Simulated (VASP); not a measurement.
Wanted: the native input for a VASP 6.6.1 run.

| Property | Result |
| --- | --- |
| Task | single point |
| Functional | PBE |
| Potentials or basis | VASP PAW PBE potentials, release 64 (Sn_d, Ge_d, O) |
| Cutoff | 520 eV |
| k mesh | 3 × 1 × 3 |
| Occupations | gaussian, width 0.15 eV |
| Spin | no spin polarisation |
| Dipole correction | no |
| Further INCAR settings | ALGO = Normal; EDIFF = 1e-06; NBANDS = 72 |

The structure of Sn2GeO3 lies in POSCAR:

```
Sn2GeO3
1.0
    3.8275844229      0.0000000000      0.0000000000
    0.0000000000     11.2269490898      0.0000000000
    0.0000000000      0.0000000000      4.7651024568
Sn Ge O
4 2 6
Direct
    0.0000000000      0.8337312944      0.7517896088
    0.0000000000      0.1662687056      0.7517896088
    0.5000000000      0.6662687056      0.2482103912
    0.5000000000      0.3337312944      0.2482103912
    0.0000000000      0.5000000000      0.7910772508
    0.5000000000      0.0000000000      0.2089227492
    0.0000000000      0.6615720980      0.0011128940
    0.0000000000      0.3384279020      0.0011128940
    0.0000000000      0.0000000000      0.0099674939
    0.5000000000      0.8384279020     -0.0011128940
    0.5000000000      0.1615720980     -0.0011128940
    0.5000000000      0.5000000000     -0.0099674939
```

These files were run (other wordings do the same):

INCAR

```
  PREC = Accurate
  ENCUT = 520
  EDIFF = 1E-6
  ISMEAR = 0
  SIGMA = 0.15
  LREAL = F
  LASPH = T
  NELM = 80
  ALGO = Normal
  ISIF = 2
  LWAVE = F
  LCHARG = F
  GGA = PE
  NBANDS = 72
```

KPOINTS

```
regular mesh
0
Gamma
  3 1 3
```

Potentials or basis: VASP PAW PBE potentials, release 64 (Sn_d, Ge_d, O).

Launch:

```bash
$ cat potpaw_PBE.64/Sn_d/POTCAR potpaw_PBE.64/Ge_d/POTCAR potpaw_PBE.64/O/POTCAR > POTCAR
$ mpirun -np 1 vasp_std > vasp.out
```

It gave:

- Pressure: 0.4 GPa
- Largest force: 0.076 eV/Å
- Band gap on the k mesh: 1.57 eV (least direct gap 2.00 eV)

Caveat: the k points lie up to 0.56 Å⁻¹ apart; spin-orbit coupling is left out, which moves the levels of the heavy elements.

Run time: 2.1 min on 1 thread of Oxide Virtual Turin-like Processor, with other jobs on the host, peak memory 0.25 GiB.
